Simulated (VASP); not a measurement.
# PbF2 in VASP: settings compared, part 2 of 2

VASP 6.6.1. The steps go on from the part before.

## (4) Single point, r2SCAN

This run uses another cell than the first one, of 17.04 Å³/atom.

Contents of POSCAR:

```
PbF2
1.0
    5.8916182408      0.0000000000      0.0000000000
    0.0000000000      2.9458159690      2.9458164277
    0.0000000000     -2.9458159690      2.9458164277
Pb F
2 4
Direct
    0.5000000000      0.9699092238      0.9699092238
    0.0000000000      0.4699092238      0.4699092238
    0.7500052183      0.9699224585      0.4699213178
    0.2499947817      0.4699213178      0.9699224585
    0.7499947817      0.4699224585      0.9699213178
    0.2500052183      0.9699213178      0.4699224585
```

Contents of INCAR.step1:

```
SYSTEM = PbF2
PREC = Accurate
ENCUT = 520
ISMEAR = 0
SIGMA = 0.01
LREAL = .False.
LASPH = .True.
NELM = 60
NBANDS = 37
GGA = PE
ALGO = Normal
EDIFF = 1E-4
LWAVE = .True.
LCHARG = .False.
```

Contents of INCAR.step2:

```
SYSTEM = PbF2
PREC = Accurate
ENCUT = 520
EDIFF = 1E-7
ISMEAR = 0
SIGMA = 0.01
LREAL = .False.
LASPH = .True.
NELM = 60
ALGO = Normal
ISIF = 2
LWAVE = .False.
LCHARG = .False.
METAGGA = R2SCAN
LMIXTAU = .True.
NBANDS = 37
ISTART = 1
```

Contents of KPOINTS:

```
Automatic mesh
0
Gamma
  4 6 6
  0 0 0
```

Potentials or basis: VASP PAW PBE potentials, release 64 (Pb_d, F).

On the command line:

```sh
$ cat potpaw_PBE.64/Pb_d/POTCAR potpaw_PBE.64/F/POTCAR > POTCAR
$ cp INCAR.step1 INCAR
$ mpirun -np 1 vasp_std > vasp.out
$ cp INCAR.step2 INCAR
$ mpirun -np 1 vasp_std > vasp.out
```

OUTCAR:

```text
SYSTEM = PbF2
   PREC = Accurate
   ENCUT = 520
   EDIFF = 1E-7
   ISMEAR = 0
   LREAL = .False.
   LASPH = .True.
   NELM = 60
   ISIF = 2
   METAGGA = R2SCAN
   ISTART = 1

 ion  position               nearest neighbor table
   1  0.500  0.970  0.970-   5 2.55   6 2.55   3 2.55   4 2.55   5 2.55   6 2.55   3 2.55   4 2.55

   2  0.000  0.470  0.470-   3 2.55   4 2.55   5 2.55   6 2.55   3 2.55   4 2.55   6 2.55   5 2.55

   3  0.750  0.970  0.470-   2 2.55   1 2.55   2 2.55   1 2.55
   4  0.250  0.470  0.970-   2 2.55   1 2.55   2 2.55   1 2.55
   5  0.750  0.470  0.970-   1 2.55   2 2.55   1 2.55   2 2.55
   6  0.250  0.970  0.470-   1 2.55   2 2.55   1 2.55   2 2.55

  LATTYP: Found a simple tetragonal cell.
 ALAT       =     4.1660132200
 C/A-ratio  =     1.4142101644

  Lattice vectors:

 A1 = (   0.0000000000,   2.9458159690,   2.9458164277)
 A2 = (   0.0000000000,  -2.9458159690,   2.9458164277)
 A3 = (   5.8916182408,   0.0000000000,   0.0000000000)

Analysis of symmetry for initial positions (statically):
=====================================================================
[... 187 lines left out ...]
 fundamental gap:      4.9252000736
 Fermi energy:         1.8108703566

 k-point     1 :       0.0000    0.0000    0.0000
  band No.  band energies     occupation
      1     -20.8032      2.00000
      2     -20.5265      2.00000
      3     -20.4122      2.00000
      4     -20.1824      2.00000
      5     -13.1528      2.00000
      6     -13.1528      2.00000
[... 949 lines left out ...]
     36      13.8544      0.00000
     37      16.0980      0.00000

 [... further k-points ...]

------------------------ aborting loop because EDIFF is reached ----------------------------------------

  FORCE on cell =-STRESS in cart. coord.  units (eV):
  Direction    XX          YY          ZZ          XY          YZ          ZX
  --------------------------------------------------------------------------------------
  -------------------------------------------------------------------------------------
  Total        0.7203279      0.7194601      0.7190424      0.0000000      0.0000000      0.0000000
  in kB       11.2866472     11.2730495     11.2665053      0.0000000      0.0000000      0.0000000
  external PRESSURE =      11.2754007 kB  Pullay stress =       0.0000000 kB

 VOLUME and BASIS-vectors are now :
 -----------------------------------------------------------------------------
  energy-cutoff  :      520.00
  volume of cell :      102.25
      direct lattice vectors                 reciprocal lattice vectors
     5.891618241  0.000000000  0.000000000     0.169732654  0.000000000  0.000000000
     0.000000000  2.945815969  2.945816428     0.000000000  0.169732259  0.169732233
     0.000000000 -2.945815969  2.945816428     0.000000000 -0.169732259  0.169732233

 POSITION                                       TOTAL-FORCE (eV/Angst)
 -----------------------------------------------------------------------------------
      2.94581      0.00000      5.71435         0.000000      0.000000     -0.000019
      0.00000      0.00000      2.76853         0.000000      0.000000     -0.000019
      4.41874      1.47291      4.24152        -0.000039     -0.000008      0.000009
      1.47287     -1.47291      4.24152         0.000039      0.000008      0.000009
      4.41868     -1.47290      4.24152         0.000039     -0.000008      0.000009
      1.47294      1.47290      4.24152        -0.000039      0.000008      0.000009
 -----------------------------------------------------------------------------------
    total drift:                                0.000000     -0.000002      0.001859

  FREE ENERGIE OF THE ION-ELECTRON SYSTEM (eV)
  ---------------------------------------------------
  free  energy   TOTEN  =      -140.3155674525 eV

  energy  without entropy=     -140.3155674525  energy(sigma->0) =     -140.31556745
```

OUTCAR.step1:

```text
SYSTEM = PbF2
   PREC = Accurate
   ENCUT = 520
   ISMEAR = 0
   LREAL = .False.
   LASPH = .True.
   NELM = 60
[... 1201 lines left out ...]
      1.47287     -1.47291      4.24152         0.000038      0.000006     -0.000104
      4.41868     -1.47290      4.24152         0.000038     -0.000006     -0.000104
      1.47294      1.47290      4.24152        -0.000038      0.000006     -0.000104
 -----------------------------------------------------------------------------------
    total drift:                                0.000000     -0.000002      0.000709

  FREE ENERGIE OF THE ION-ELECTRON SYSTEM (eV)
  ---------------------------------------------------
  free  energy   TOTEN  =       -28.6268264589 eV

  energy  without entropy=      -28.6268264589  energy(sigma->0) =      -28.62682646
```

OSZICAR.step1:

```text
N       E                     dE             d eps       ncg     rms          rms(c)
DAV:   1     0.768934989466E+03    0.76893E+03   -0.28513E+04  2886   0.179E+03
DAV:   2     0.808435803353E+02   -0.68809E+03   -0.65242E+03  3094   0.507E+02
DAV:   3    -0.272957719771E+02   -0.10814E+03   -0.10560E+03  3457   0.220E+02
DAV:   4    -0.322638548300E+02   -0.49681E+01   -0.49542E+01  3360   0.506E+01
DAV:   5    -0.324203457737E+02   -0.15649E+00   -0.15647E+00  3584   0.924E+00    0.112E+01
DAV:   6    -0.286186865518E+02    0.38017E+01   -0.13034E+01  4191   0.263E+01    0.364E+00
DAV:   7    -0.286326118462E+02   -0.13925E-01   -0.96297E-01  3047   0.479E+00    0.224E+00
DAV:   8    -0.286315765232E+02    0.10353E-02   -0.21558E-01  3016   0.410E+00    0.762E-01
DAV:   9    -0.286243052351E+02    0.72713E-02   -0.33982E-02  4230   0.130E+00    0.135E-01
DAV:  10    -0.286266921733E+02   -0.23869E-02   -0.30362E-03  3199   0.371E-01    0.347E-02
DAV:  11    -0.286268068001E+02   -0.11463E-03   -0.16325E-04  2699   0.879E-02    0.128E-02
DAV:  12    -0.286268264589E+02   -0.19659E-04   -0.32386E-05  2038   0.375E-02
   1 F= -.28626826E+02 E0= -.28626826E+02  d E =-.165473E-17
```

It took 10 min on 1 thread of Intel Xeon 8259CL, shared host; peak memory 0.29 GiB.

What came out:

| Quantity | Value |
| --- | --- |
| Free energy | -140.3156 eV |
| Pressure | 1.1 GPa |
| Band gap on the k mesh | 4.93 eV |

Levels at points of the mesh, in eV from the valence-band top:
```csv
k point,band 26,band 27,band 28,band 29,band 30,band 31
"(0.00, 0.00, 0.00)",-1.84,-1.84,-0.15,4.93,7.31,7.31
"(0.50, 0.00, 0.00)",-2.02,-1.05,-1.05,5.46,5.46,7.96
"(0.00, 0.50, 0.00)",-1.93,-0.28,-0.28,5.87,5.87,7.31
"(0.50, 0.50, 0.00)",-2.44,-0.07,-0.07,5.37,5.37,8.29
"(0.00, 0.50, 0.50)",-1.84,-0.15,-0.15,4.93,4.93,8.51
"(0.50, 0.50, 0.50)",-1.77,0.00,0.00,6.61,6.61,6.61
```

Caveat: the PAW data sets were made with another functional, which shifts forces and pressure a little; spin-orbit coupling is left out, which moves the levels of the heavy elements.

## (5) The runs side by side

```csv
level,cell,smearing,gap on the mesh (eV),pressure (GPa)
PBE+D3(BJ),"a = 5.963, b = 4.216, c = 4.216 Å, 6 atoms",fermi-dirac 0.02 eV,4.42,-0.2
r2SCAN+rVV10,"a = 5.892, b = 4.166, c = 4.166 Å, 6 atoms",fermi-dirac 0.02 eV,4.88,0.1
r2SCAN,"a = 5.892, b = 4.166, c = 4.166 Å, 6 atoms",gaussian 0.01 eV,4.93,1.1
```

Alike in all rows: task single point; potentials or basis VASP PAW PBE potentials, release 64 (Pb_d, F); no spin polarisation; k mesh 4 × 6 × 6; cutoff (eV) 520.

Caveats: spin-orbit coupling is left out, which moves the levels of the heavy elements; the PAW data sets were made with another functional, which shifts forces and pressure a little (at least some runs).

Total energies depend on the potentials used, so only differences within one code and one set of settings carry meaning.
